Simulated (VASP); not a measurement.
# Al (Fm-3m) in VASP: single point with r2SCAN

Aim: the single point of Al with r2SCAN.

Program: VASP 6.6.1. These are calculated values, not measurements. Logs are shortened: lines on timing, memory, paths and dates and some standing lists are left out, and cuts for length are marked.

## (1) The cell of the first run

The structure is cubic, space group Fm-3m (No. 225). Conventional cell: a = 4.015 Å, b = 4.015 Å, c = 4.015 Å, α = 90.00°, β = 90.00°, γ = 90.00°. Within 3.7 Å of Al (site symmetry m-3m) lie 12 Al at 2.84 Å.

## (2) Single point, r2SCAN

POSCAR reads:

```
Al
1.0
    0.0000000000      2.0073684325      2.0073684325
    2.0073684325      0.0000000000      2.0073684325
    2.0073684325      2.0073684325      0.0000000000
Al
1
Direct
    0.0000000000      0.0000000000      0.0000000000
```

INCAR.step1 reads:

```
SYSTEM = Al
PREC = Accurate
ENCUT = 520
ISMEAR = 0
SIGMA = 0.1
LREAL = .False.
LASPH = .True.
NELM = 80
NBANDS = 8
GGA = PE
ALGO = Normal
EDIFF = 1E-4
LWAVE = .True.
LCHARG = .False.
```

INCAR.step2 reads:

```
SYSTEM = Al
PREC = Accurate
ENCUT = 520
EDIFF = 1E-6
ISMEAR = 0
SIGMA = 0.1
LREAL = .False.
LASPH = .True.
NELM = 80
ALGO = Normal
ISIF = 2
LWAVE = .False.
LCHARG = .False.
METAGGA = R2SCAN
LMIXTAU = .True.
NBANDS = 8
ISTART = 1
```

KPOINTS reads:

```
Automatic mesh
0
Gamma
  18 18 18
  0 0 0
```

Potentials or basis: VASP PAW PBE potentials, release 64 (Al).

Run with:

```bash
$ cat potpaw_PBE.64/Al/POTCAR > POTCAR
$ cp INCAR.step1 INCAR
$ mpirun -np 1 vasp_std > vasp.out
$ cp INCAR.step2 INCAR
$ mpirun -np 1 vasp_std > vasp.out
```

OUTCAR:

```text
SYSTEM = Al
   PREC = Accurate
   ENCUT = 520
   EDIFF = 1E-6
   ISMEAR = 0
   LREAL = .False.
   LASPH = .True.
   NELM = 80
   ISIF = 2
   METAGGA = R2SCAN
   ISTART = 1

 ion  position               nearest neighbor table
   1  0.000  0.000  0.000-

  LATTYP: Found a face centered cubic cell.
 ALAT       =     4.0147368650

  Lattice vectors:

 A1 = (   0.0000000000,   2.0073684325,   2.0073684325)
 A2 = (   2.0073684325,   0.0000000000,   2.0073684325)
 A3 = (   2.0073684325,   2.0073684325,   0.0000000000)

Analysis of symmetry for initial positions (statically):
=====================================================================
 Subroutine PRICEL returns:
 Original cell was already a primitive cell.

 Routine SETGRP: Setting up the symmetry group for a
 face centered cubic supercell.

 Subroutine GETGRP returns: Found 48 space group operations
 (whereof 48 operations were pure point group operations)
 out of a pool of 48 trial point group operations.

The static configuration has the point symmetry O_h .

Analysis of symmetry for dynamics (positions and initial velocities):
=====================================================================
 Subroutine PRICEL returns:
 Original cell was already a primitive cell.

 Routine SETGRP: Setting up the symmetry group for a
 face centered cubic supercell.

 Subroutine GETGRP returns: Found 48 space group operations
 (whereof 48 operations were pure point group operations)
 out of a pool of 48 trial point group operations.

The dynamic configuration has the point symmetry O_h .

 Subroutine INISYM returns: Found 48 space group operations
 (whereof 48 operations are pure point group operations),
 and found     1 'primitive' translations

----------------------------------------------------------------------------------------

                                     Primitive cell

  volume of cell :      16.1775

  direct lattice vectors                    reciprocal lattice vectors
     0.000000000  2.007368432  2.007368432    -0.249082327  0.249082327  0.249082327
     2.007368432  0.000000000  2.007368432     0.249082327 -0.249082327  0.249082327
     2.007368432  2.007368432  0.000000000     0.249082327  0.249082327 -0.249082327

  length of vectors
     2.838847662  2.838847662  2.838847662     0.431423245  0.431423245  0.431423245

  position of ions in fractional coordinates (direct lattice)
     0.000000000  0.000000000  0.000000000

  ion indices of the primitive-cell ions
   primitive index   ion index
                 1           1

[... 78 lines left out ...]
   ISYM   =      2    0-nonsym 1-usesym 2-fastsym
   POTIM  = 0.5000    time-step for ionic-motion
   TEBEG  =    0.0;   TEEND  =   0.0 temperature during run
   PSTRESS=    0.0 pullay stress
   NELECT =       3.0000    total number of electrons
   NUPDOWN=      -1.0000    fix difference up-down
   EMIN   =  10.00;   EMAX   =-10.00  energy-range for DOS
   EFERMI =   0.00;   METHOD = LEGACY
   ISMEAR =     0;   SIGMA  =   0.10  broadening in eV -4-tet -1-fermi 0-gaus
   EFERMI_NEDOS =   21; number of points for ismear=-14 and -15
   IALGO  =     38    algorithm
   IMIX   =      4    mixing-type and parameters
     AMIX     =   0.40;   BMIX     =  1.00
     AMIX_MAG =   1.60;   BMIX_MAG =  1.00
  volume/ion in A,a.u.               =      16.18       109.17
  Fermi-wavevector in a.u.,A,eV,Ry     =   0.933566  1.764183 11.858085  0.871545
  Thomas-Fermi vector in A             =   2.060280
   LORBIT       =      0    0 simple, 1 ext, 2 COOP (PROOUT), +10 PAW based schemes
   METAGGA = R2SCAN    functional components
   LHFCALC =     F    Hartree Fock is set to
   AEXX    =    0.0000 exact exchange contribution
   IVDW    =     0    specifies the selected vdW correction
   LEPSILON=     F    determine dielectric tensor
   LRPA    =     F    only Hartree local field effects (RPA)
 non-spin polarized calculation
 Gauss-broadening in eV      SIGMA  =   0.10
  energy-cutoff  :      520.00
  volume of cell :       16.18
 maximum number of plane-waves:       448
 NGX is ok and might be reduce to    24
   NGX = 11   NGY = 11   NGZ = 11

 number of electron       3.0000000 magnetization

 Free energy of the ion-electron system (eV)
  ---------------------------------------------------
  ext. energy  EPLUGINS =         0.00000000
  ---------------------------------------------------
  free energy    TOTEN  =        -6.73507054 eV

  energy without entropy =       -6.73241890  energy(sigma->0) =       -6.73374472

 E-fermi :   8.2263     XC(G=0): -10.9796

 val. band max:        8.2195348692   @ k =  -0.2222   0.3889   0.1667
 cond. band min:       8.2355119069   @ k =  -0.3333   0.3889   0.0556
 fundamental gap:      0.0159770377
 Fermi energy:         8.2262625111

 k-point     1 :       0.0000    0.0000    0.0000
  band No.  band energies     occupation
      1      -3.7547      2.00000
      2      21.6580      0.00000
      3      21.6580      0.00000
      4      21.6580      0.00000
      5      23.7184      0.00000
      6      23.7184      0.00000
      7      23.7184      0.00000
      8      25.7295      0.00000
[... 243 lines left out ...]
 k-point    24 :      -0.2222    0.0556    0.0000
  band No.  band energies     occupation
      1      -1.9882      2.00000
      2      12.3530      0.00000
      3      18.2564      0.00000
      4      21.3087      0.00000
      5      23.2084      0.00000
      6      24.3390      0.00000
      7      24.8447      0.00000
      8      27.1705      0.00000

 [... further k-points ...]

------------------------ aborting loop because EDIFF is reached ----------------------------------------

  FORCE on cell =-STRESS in cart. coord.  units (eV):
  Direction    XX          YY          ZZ          XY          YZ          ZX
  --------------------------------------------------------------------------------------
  -------------------------------------------------------------------------------------
  Total       -0.1832367     -0.1832367     -0.1832367     -0.0000000     -0.0000000      0.0000000
  in kB      -18.1472887    -18.1472887    -18.1472887     -0.0000000     -0.0000000      0.0000000
  external PRESSURE =     -18.1472887 kB  Pullay stress =       0.0000000 kB

 VOLUME and BASIS-vectors are now :
 -----------------------------------------------------------------------------
  energy-cutoff  :      520.00
  volume of cell :       16.18
      direct lattice vectors                 reciprocal lattice vectors
     0.000000000  2.007368432  2.007368432    -0.249082327  0.249082327  0.249082327
     2.007368432  0.000000000  2.007368432     0.249082327 -0.249082327  0.249082327
     2.007368432  2.007368432  0.000000000     0.249082327  0.249082327 -0.249082327

 POSITION                                       TOTAL-FORCE (eV/Angst)
 -----------------------------------------------------------------------------------
      0.00000      0.00000      0.00000         0.000000      0.000000      0.000000
 -----------------------------------------------------------------------------------
    total drift:                                0.000000     -0.000000     -0.000000

  FREE ENERGIE OF THE ION-ELECTRON SYSTEM (eV)
  ---------------------------------------------------
  free  energy   TOTEN  =        -6.7350705380 eV

  energy  without entropy=       -6.7324188953  energy(sigma->0) =       -6.73374472
```

OSZICAR.step1:

```text
N       E                     dE             d eps       ncg     rms          rms(c)
DAV:   1    -0.232402468685E+01   -0.23240E+01   -0.88467E+02  3152   0.208E+02
DAV:   2    -0.375820785943E+01   -0.14342E+01   -0.13872E+01  4416   0.190E+01
DAV:   3    -0.376584404669E+01   -0.76362E-02   -0.76349E-02  3976   0.153E+00
DAV:   4    -0.376586370223E+01   -0.19656E-04   -0.19655E-04  4896   0.680E-02
DAV:   5    -0.376586377366E+01   -0.71429E-07   -0.71535E-07  3968   0.231E-03    0.134E+00
DAV:   6    -0.375266735016E+01    0.13196E-01   -0.15572E-03  4344   0.188E-01    0.778E-01
DAV:   7    -0.374303566038E+01    0.96317E-02   -0.46870E-03  4088   0.306E-01    0.150E-01
DAV:   8    -0.374303135373E+01    0.43067E-05   -0.12867E-05  4152   0.258E-02
   1 F= -.37430314E+01 E0= -.37415323E+01  d E =-.299821E-02
```

Wall time 3.9 min (1 thread of AMD EPYC 7R13, shared host); peak memory 0.12 GiB.

Results:

```
Free energy : -6.7351 eV
Pressure    : -1.8 GPa
```

Caveat: the PAW data sets were made with another functional, which shifts forces and pressure a little.
